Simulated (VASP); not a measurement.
# SiC (F-43m) in VASP: a series of runs

SiC is run at these levels: r2SCAN; tasks: single point.

Program: VASP 6.6.1. These are calculated values, not measurements. Logs are shortened: lines on timing, memory, paths and dates and some standing lists are left out, and cuts for length are marked.

**The experiment to reproduce.**

From “Insight into the structural, elastic and electronic properties of a new orthorhombic 6O-SiC polytype”, 2020, pmc:7200658, for a bulk crystal of SiC: band gap 2.4 eV (indirect).

The runs below are set against these values where they give the same quantity.

### 1 The cell of the first run

Symmetry: F-43m, No. 216, cubic system. Conventional cell: a = 4.348 Å, b = 4.348 Å, c = 4.348 Å, α = 90.00°, β = 90.00°, γ = 90.00°. Within 2.5 Å of Si (site symmetry -43m) lie 4 C at 1.88 Å. Within 2.5 Å of C (site symmetry -43m) lie 4 Si at 1.88 Å.

### 2 Single point, r2SCAN

POSCAR

```
SiC
1.0
    0.0000000000      2.1740000000      2.1740000000
    2.1740000000      0.0000000000      2.1740000000
    2.1740000000      2.1740000000      0.0000000000
Si C
1 1
Direct
    0.0000000000      0.0000000000      0.0000000000
    0.7500000000      0.7500000000      0.7500000000
```

INCAR.step1

```
PREC = Accurate
ENCUT = 520
ISMEAR = 0
SIGMA = 0.05
LREAL = False
LASPH = True
NELM = 100
NBANDS = 11
GGA = PE
ALGO = Normal
EDIFF = 1E-4
LWAVE = True
LCHARG = False
```

INCAR.step2

```
PREC = Accurate
ENCUT = 520
EDIFF = 1E-6
ISMEAR = 0
SIGMA = 0.05
LREAL = False
LASPH = True
NELM = 100
ALGO = Normal
ISIF = 2
LWAVE = False
LCHARG = True
METAGGA = R2SCAN
LMIXTAU = True
LELF = True
LVHAR = True
NBANDS = 11
ISTART = 1
```

KPOINTS

```
Automatic mesh
0
Gamma
  12 12 12
```

Potentials or basis: VASP PAW PBE potentials, release 64 (Si, C).

The run is started by

```sh
cat potpaw_PBE.64/Si/POTCAR potpaw_PBE.64/C/POTCAR > POTCAR
cp INCAR.step1 INCAR
mpirun -np 1 vasp_std > vasp.out
cp INCAR.step2 INCAR
mpirun -np 1 vasp_std > vasp.out
```

OUTCAR:

```text
PREC = Accurate
   ENCUT = 520
   EDIFF = 1E-6
   ISMEAR = 0
   LREAL = False
   LASPH = True
   NELM = 100
   ISIF = 2
   METAGGA = R2SCAN
   ISTART = 1

 ion  position               nearest neighbor table
   1  0.000  0.000  0.000-   2 1.88   2 1.88   2 1.88   2 1.88
   2  0.750  0.750  0.750-   1 1.88   1 1.88   1 1.88   1 1.88

  LATTYP: Found a face centered cubic cell.
 ALAT       =     4.3480000000

  Lattice vectors:

 A1 = (   0.0000000000,   2.1740000000,   2.1740000000)
 A2 = (   2.1740000000,   0.0000000000,   2.1740000000)
 A3 = (   2.1740000000,   2.1740000000,   0.0000000000)

Analysis of symmetry for initial positions (statically):
=====================================================================
 Subroutine PRICEL returns:
 Original cell was already a primitive cell.

 Routine SETGRP: Setting up the symmetry group for a
 face centered cubic supercell.

 Subroutine GETGRP returns: Found 24 space group operations
 (whereof 24 operations were pure point group operations)
 out of a pool of 48 trial point group operations.

The static configuration has the point symmetry T_d .

Analysis of symmetry for dynamics (positions and initial velocities):
=====================================================================
 Subroutine PRICEL returns:
 Original cell was already a primitive cell.

 Routine SETGRP: Setting up the symmetry group for a
 face centered cubic supercell.

 Subroutine GETGRP returns: Found 24 space group operations
 (whereof 24 operations were pure point group operations)
 out of a pool of 48 trial point group operations.

The dynamic configuration has the point symmetry T_d .

 Subroutine INISYM returns: Found 24 space group operations
 (whereof 24 operations are pure point group operations),
 and found     1 'primitive' translations

----------------------------------------------------------------------------------------

                                     Primitive cell

  volume of cell :      20.5498

  direct lattice vectors                    reciprocal lattice vectors
     0.000000000  2.174000000  2.174000000    -0.229990800  0.229990800  0.229990800
     2.174000000  0.000000000  2.174000000     0.229990800 -0.229990800  0.229990800
     2.174000000  2.174000000  0.000000000     0.229990800  0.229990800 -0.229990800

  length of vectors
     3.074500285  3.074500285  3.074500285     0.398355752  0.398355752  0.398355752

  position of ions in fractional coordinates (direct lattice)
     0.000000000  0.000000000  0.000000000
     0.750000000  0.750000000  0.750000000

  ion indices of the primitive-cell ions
   primitive index   ion index
                 1           1
                 2           2

----------------------------------------------------------------------------------------

 KPOINTS: Automatic mesh

Automatic generation of k-mesh.
 Grid dimensions read from file:
 generate k-points for:   12   12   12

 Generating k-lattice:

  Cartesian coordinates                     Fractional coordinates (reciprocal lattice)
    -0.019165900  0.019165900  0.019165900     0.083333333  0.000000000  0.000000000
     0.019165900 -0.019165900  0.019165900     0.000000000  0.083333333  0.000000000
     0.019165900  0.019165900 -0.019165900     0.000000000  0.000000000  0.083333333

  Length of vectors
     0.033196313  0.033196313  0.033196313

  Shift w.r.t. Gamma in fractional coordinates (k-lattice)
     0.000000000  0.000000000  0.000000000

 Subroutine IBZKPT returns following result:
 ===========================================

 Found     72 irreducible k-points:

 Following reciprocal coordinates:
            Coordinates               Weight
  0.000000  0.000000  0.000000      1.000000
  0.083333  0.000000  0.000000      8.000000
  0.166667  0.000000  0.000000      8.000000
  0.250000  0.000000  0.000000      8.000000
  0.333333  0.000000  0.000000      8.000000
  0.416667  0.000000  0.000000      8.000000
[... 16 lines left out ...]
  0.500000  0.166667  0.000000     24.000000
 -0.416667  0.166667  0.000000     24.000000
 [... further k-points ...]
   k-points           NKPTS =     72   k-points in BZ     NKDIM =     72   number of bands    NBANDS=     11
   number of dos      NEDOS =    301   number of ions     NIONS =      2
   total plane-waves  NPLWV =  13824
   dimension x,y,z NGX =    24 NGY =   24 NGZ =   24
   dimension x,y,z NGXF=    48 NGYF=   48 NGZF=   48
   ions per type =               1   1
   NGX,Y,Z   is equivalent  to a cutoff of  12.98, 12.98, 12.98 a.u.
   NGXF,Y,Z  is equivalent  to a cutoff of  25.95, 25.95, 25.95 a.u.
 SYSTEM =  unknown system
   PREC   = accura    normal or accurate (medium, high low for compatibility)
   ISTART =      1    job   : 0-new  1-cont  2-samecut
   ICHARG =      0    charge: 1-file 2-atom 10-const
   ISPIN  =      1    spin polarized calculation?
   LNONCOLLINEAR =      F non collinear calculations
   LSORBIT =      F    spin-orbit coupling
   LASPH  =      T    aspherical Exc in radial PAW
   ENCUT  =  520.0 eV  38.22 Ry    6.18 a.u.   5.72  5.72  5.72*2*pi/ulx,y,z
   NELM   =    100;   NELMIN=  2; NELMDL=  0     # of ELM steps
   EDIFF  = 0.1E-05   stopping-criterion for ELM
   LREAL  =      F    real-space projection
   EDIFFG = 0.1E-04   stopping-criterion for IOM
   NSW    =      0    number of steps for IOM
   IBRION =     -1    ionic relax: 0-MD 1-quasi-New 2-CG
   NFREE  =      0    steps in history (QN), initial steepest desc. (CG)
   ISIF   =      2    stress and relaxation
   ISYM   =      2    0-nonsym 1-usesym 2-fastsym
   POTIM  = 0.5000    time-step for ionic-motion
   TEBEG  =    0.0;   TEEND  =   0.0 temperature during run
   PSTRESS=    0.0 pullay stress
   NELECT =       8.0000    total number of electrons
   NUPDOWN=      -1.0000    fix difference up-down
   EMIN   =  10.00;   EMAX   =-10.00  energy-range for DOS
   EFERMI =   0.00;   METHOD = LEGACY
   ISMEAR =     0;   SIGMA  =   0.05  broadening in eV -4-tet -1-fermi 0-gaus
   EFERMI_NEDOS =   21; number of points for ismear=-14 and -15
   IALGO  =     38    algorithm
   IMIX   =      4    mixing-type and parameters
     AMIX     =   0.40;   BMIX     =  1.00
     AMIX_MAG =   1.60;   BMIX_MAG =  1.00
  volume/ion in A,a.u.               =      10.27        69.34
  Fermi-wavevector in a.u.,A,eV,Ry     =   1.195369  2.258920 19.441458  1.428907
  Thomas-Fermi vector in A             =   2.331336
   LORBIT       =      0    0 simple, 1 ext, 2 COOP (PROOUT), +10 PAW based schemes
   METAGGA = R2SCAN    functional components
   LHFCALC =     F    Hartree Fock is set to
   AEXX    =    0.0000 exact exchange contribution
   IVDW    =     0    specifies the selected vdW correction
   LEPSILON=     F    determine dielectric tensor
   LRPA    =     F    only Hartree local field effects (RPA)
 non-spin polarized calculation
 Gauss-broadening in eV      SIGMA  =   0.05
  energy-cutoff  :      520.00
  volume of cell :       20.55
 maximum number of plane-waves:       568
   NGX = 11   NGY = 11   NGZ = 11

 number of electron       8.0000001 magnetization

 Free energy of the ion-electron system (eV)
  ---------------------------------------------------
  ext. energy  EPLUGINS =         0.00000000
  ---------------------------------------------------
  free energy    TOTEN  =       -19.32667683 eV

  energy without entropy =      -19.32667683  energy(sigma->0) =      -19.32667683

 E-fermi :   8.3744     XC(G=0): -11.9653

 val. band max:        8.0592722449   @ k =   0.0000   0.0000   0.0000
 cond. band min:       9.7800560487   @ k =   0.5000   0.5000   0.0000
 fundamental gap:      1.7207838038
 Fermi energy:         8.3744315276

 k-point     1 :       0.0000    0.0000    0.0000
  band No.  band energies     occupation
      1      -8.1752      2.00000
      2       8.0592      2.00000
      3       8.0593      2.00000
      4       8.0593      2.00000
      5      14.9802      0.00000
      6      15.9598      0.00000
      7      15.9598      0.00000
      8      15.9598      0.00000
      9      23.3104      0.00000
     10      23.3104      0.00000
     11      25.9371      0.00000

 k-point     2 :       0.0833    0.0000    0.0000
  band No.  band energies     occupation
      1      -8.0337      2.00000
      2       7.3036      2.00000
      3       7.9599      2.00000
      4       7.9599      2.00000
      5      15.2104      0.00000
      6      16.1477      0.00000
      7      16.1477      0.00000
      8      16.1660      0.00000
      9      22.5741      0.00000
     10      22.5741      0.00000
     11      25.6659      0.00000

 k-point     3 :       0.1667    0.0000    0.0000
  band No.  band energies     occupation
      1      -7.6139      2.00000
      2       5.5866      2.00000
      3       7.7134      2.00000
      4       7.7135      2.00000
      5      15.0452      0.00000
      6      16.5115      0.00000
      7      16.5115      0.00000
      8      17.1927      0.00000
      9      21.7739      0.00000
     10      21.7739      0.00000
     11      24.8446      0.00000

 k-point     4 :       0.2500    0.0000    0.0000
  band No.  band energies     occupation
      1      -6.9326      2.00000
      2       3.5776      2.00000
      3       7.4228      2.00000
      4       7.4229      2.00000
      5      14.6838      0.00000
      6      16.5885      0.00000
      7      16.5885      0.00000
      8      18.2948      0.00000
      9      21.9600      0.00000
     10      21.9600      0.00000
     11      24.3082      0.00000

 k-point     5 :       0.3333    0.0000    0.0000
  band No.  band energies     occupation
      1      -6.0345      2.00000
      2       1.6162      2.00000
      3       7.1719      2.00000
      4       7.1719      2.00000
      5      14.3758      0.00000
      6      16.2920      0.00000
      7      16.2920      0.00000
      8      18.9117      0.00000
      9      23.2315      0.00000
     10      23.2315      0.00000
     11      24.4799      0.00000
[... 211 lines left out ...]
 k-point    21 :       0.3333    0.1667    0.0000
  band No.  band energies     occupation
      1      -6.1745      2.00000
      2       3.0644      2.00000
      3       6.1901      2.00000
      4       6.2319      2.00000
      5      13.5126      0.00000
      6      16.3168      0.00000
      7      17.7839      0.00000
      8      18.4591      0.00000
      9      21.7030      0.00000
     10      25.1429      0.00000
     11      27.0427      0.00000

 k-point    22 :       0.4167    0.1667    0.0000
  band No.  band energies     occupation
      1      -5.2477      2.00000
      2       1.3315      2.00000
      3       5.6528      2.00000
      4       6.1358      2.00000
      5      13.3715      0.00000
      6      16.6790      0.00000
      7      18.0548      0.00000
      8      18.3348      0.00000
      9      22.5875      0.00000
     10      26.4827      0.00000
     11      27.2045      0.00000

 k-point    23 :       0.5000    0.1667    0.0000
  band No.  band energies     occupation
      1      -4.3654      2.00000
      2      -0.0143      2.00000
      3       5.1752      2.00000
      4       6.2202      2.00000
      5      13.4286      0.00000
      6      16.5928      0.00000
      7      17.5825      0.00000
      8      19.6011      0.00000
      9      23.0677      0.00000
     10      26.5475      0.00000
     11      27.5601      0.00000

 k-point    24 :      -0.4167    0.1667    0.0000
  band No.  band energies     occupation
      1      -4.1899      2.00000
      2      -0.2512      2.00000
      3       4.8484      2.00000
      4       6.4711      2.00000
      5      13.7525      0.00000
      6      16.4972      0.00000
      7      17.2424      0.00000
      8      20.2138      0.00000
      9      23.8242      0.00000
     10      24.4585      0.00000
     11      27.4658      0.00000

 [... further k-points ...]
[... 5 lines left out ...]
  --------------------------------------------------------------------------------------
  -------------------------------------------------------------------------------------
  Total        0.1465365      0.1465365      0.1465365      0.0000000      0.0000000      0.0000000
  in kB       11.4247791     11.4247791     11.4247791      0.0000000      0.0000000      0.0000000
  external PRESSURE =      11.4247791 kB  Pullay stress =       0.0000000 kB

 VOLUME and BASIS-vectors are now :
 -----------------------------------------------------------------------------
  energy-cutoff  :      520.00
  volume of cell :       20.55
      direct lattice vectors                 reciprocal lattice vectors
     0.000000000  2.174000000  2.174000000    -0.229990800  0.229990800  0.229990800
     2.174000000  0.000000000  2.174000000     0.229990800 -0.229990800  0.229990800
     2.174000000  2.174000000  0.000000000     0.229990800  0.229990800 -0.229990800

 POSITION                                       TOTAL-FORCE (eV/Angst)
 -----------------------------------------------------------------------------------
      0.00000      0.00000      0.00000         0.000000      0.000000      0.000000
      3.26100      3.26100      3.26100        -0.000000     -0.000000     -0.000000
 -----------------------------------------------------------------------------------
    total drift:                                0.000001      0.000001      0.000001

  FREE ENERGIE OF THE ION-ELECTRON SYSTEM (eV)
  ---------------------------------------------------
  free  energy   TOTEN  =       -19.3266768345 eV

  energy  without entropy=      -19.3266768345  energy(sigma->0) =      -19.32667683
```

Run time: 17 s. Hardware: 1 thread of Intel Xeon 6975P-C (Granite Rapids), shared host; peak memory 0.14 GiB.

Results:

- Free energy: -19.3267 eV
- Pressure: 1.1 GPa
- Band gap on the k mesh: 1.72 eV, indirect (least direct gap 5.07 eV)

Caveat: the PAW data sets were made with another functional, which shifts forces and pressure a little.

### 3 Single point, r2SCAN

POSCAR is that of step 2.

INCAR.step1

```
SYSTEM = SiC
PREC = Accurate ; ENCUT = 520
ISMEAR = 0 ; SIGMA = 0.05
LREAL = .False. ; LASPH = .True.
NELM = 80 ; NBANDS = 11
GGA = PE ; ALGO = Normal
EDIFF = 1E-4 ; LWAVE = .True.
LCHARG = .False.
```

INCAR.step2

```
SYSTEM = SiC
PREC = Accurate ; ENCUT = 520
EDIFF = 1E-6 ; ISMEAR = 0
SIGMA = 0.05 ; LREAL = .False.
LASPH = .True. ; NELM = 80
ALGO = Normal ; ISIF = 2
LWAVE = .False. ; LCHARG = .False.
METAGGA = R2SCAN ; LMIXTAU = .True.
NBANDS = 11 ; ISTART = 1
```

KPOINTS

```
regular mesh
0
Gamma
  12 12 12
  0 0 0
```

Potentials or basis: VASP PAW PBE potentials, release 64 (Si, C).

The run is started by

```sh
cat potpaw_PBE.64/Si/POTCAR potpaw_PBE.64/C/POTCAR > POTCAR
cp INCAR.step1 INCAR
mpirun -np 1 vasp_std > vasp.out
cp INCAR.step2 INCAR
mpirun -np 1 vasp_std > vasp.out
```

Wall time 23 s (1 thread of Intel Xeon Platinum 8559C (Emerald Rapids), shared host); peak memory 0.14 GiB.

The run converged. Its results:

```yaml
Free_energy: -19.3267 eV
Pressure: 1.1 GPa
Band_gap_on_the_k_mesh: 1.72 eV, indirect (least direct gap 5.07 eV)
```

Levels at points of the mesh, in eV from the valence-band top:
```tsv
k point	band 1	band 2	band 3	band 4	band 5	band 6	band 7	band 8
(0.00, 0.00, 0.00)	-16.23	0.00	0.00	0.00	6.92	7.90	7.90	7.90
(0.50, 0.00, 0.00)	-12.58	-8.86	-1.11	-1.11	6.06	7.78	7.78	11.00
(0.50, 0.50, 0.00)	-11.11	-8.07	-3.35	-3.35	1.72	4.85	15.22	15.22
```

Caveat: the PAW data sets were made with another functional, which shifts forces and pressure a little.

### 4 Single point, r2SCAN

This run uses another cell than the first one: it holds 8 atoms, not 2.

POSCAR

```
SiC
1.0
    4.3480000000      0.0000000000      0.0000000000
    0.0000000000     -4.3480000000      0.0000000000
    0.0000000000      0.0000000000     -4.3480000000
Si C
4 4
Direct
    0.0000000000      0.5000000000      0.5000000000
    0.5000000000      0.0000000000      0.5000000000
    0.5000000000      0.5000000000      0.0000000000
    0.0000000000      0.0000000000      0.0000000000
    0.7500000000      0.7500000000      0.7500000000
    0.2500000000      0.2500000000      0.7500000000
    0.2500000000      0.7500000000      0.2500000000
    0.7500000000      0.2500000000      0.2500000000
```

INCAR.step1

```
SYSTEM = SiC
  PREC = Accurate
  ENCUT = 520
  ISMEAR = 0
  SIGMA = 0.05
  LREAL = .FALSE.
  LASPH = .TRUE.
  NELM = 60
  NBANDS = 26
  GGA = PE
  ALGO = Normal
  EDIFF = 1E-4
  LWAVE = .TRUE.
  LCHARG = .FALSE.
```

INCAR.step2

```
SYSTEM = SiC
  PREC = Accurate
  ENCUT = 520
  EDIFF = 1E-6
  ISMEAR = 0
  SIGMA = 0.05
  LREAL = .FALSE.
  LASPH = .TRUE.
  NELM = 60
  ALGO = Normal
  ISIF = 2
  LWAVE = .FALSE.
  LCHARG = .FALSE.
  METAGGA = R2SCAN
  LMIXTAU = .TRUE.
  NBANDS = 26
  ISTART = 1
```

KPOINTS

```
regular mesh
0
G
  6 6 6
  0 0 0
```

The run is started by

```sh
cat potpaw_PBE.64/Si/POTCAR potpaw_PBE.64/C/POTCAR > POTCAR
cp INCAR.step1 INCAR
mpirun -np 1 vasp_std > vasp.out
cp INCAR.step2 INCAR
mpirun -np 1 vasp_std > vasp.out
```

It took 36 s on 1 thread of Intel Xeon 6975P-C (Granite Rapids), shared host; peak memory 0.19 GiB.

The run converged. Its results:

```
Free energy            : -77.3067 eV
Pressure               : 1.1 GPa
Band gap on the k mesh : 1.72 eV
```

Levels at points of the mesh, in eV from the valence-band top:
```tsv
k point	band 12	band 13	band 14	band 15	band 16	band 17	band 18	band 19	band 20	band 21
(0.00, 0.00, 0.00)	-3.35	-3.35	0.00	0.00	0.00	1.72	1.72	1.72	4.85	4.85
(0.50, 0.00, 0.00)	-3.51	-2.03	-2.03	-2.03	-2.03	4.56	4.56	5.74	5.74	6.93
(0.50, 0.50, 0.00)	-4.50	-1.24	-1.24	-1.24	-1.24	6.10	6.10	6.10	6.10	9.54
(0.50, 0.50, 0.50)	-1.11	-1.11	-1.11	-1.11	-1.11	6.06	6.06	6.06	6.06	7.78
```

Caveat: the PAW data sets were made with another functional, which shifts forces and pressure a little. A k mesh can miss the band edges.

### 5 Against experiment

Step 2. Against the measured gap of SiC, 2.4 eV (indirect; quoted in “Insight into the structural, elastic and electronic properties of a new orthorhombic 6O-SiC polytype”, 2020, pmc:7200658), the calculated 1.72 eV is off by -0.68 eV. The value is that of r2SCAN on a finite k mesh, which can miss the band edges, without temperature or zero-point motion.

Step 3. Measured gap of SiC: 2.4 eV (indirect; quoted in “Insight into the structural, elastic and electronic properties of a new orthorhombic 6O-SiC polytype”, 2020, pmc:7200658). This calculation gives 1.72 eV (-0.68 eV). The value is that of r2SCAN on a finite k mesh, which can miss the band edges, without temperature or zero-point motion.
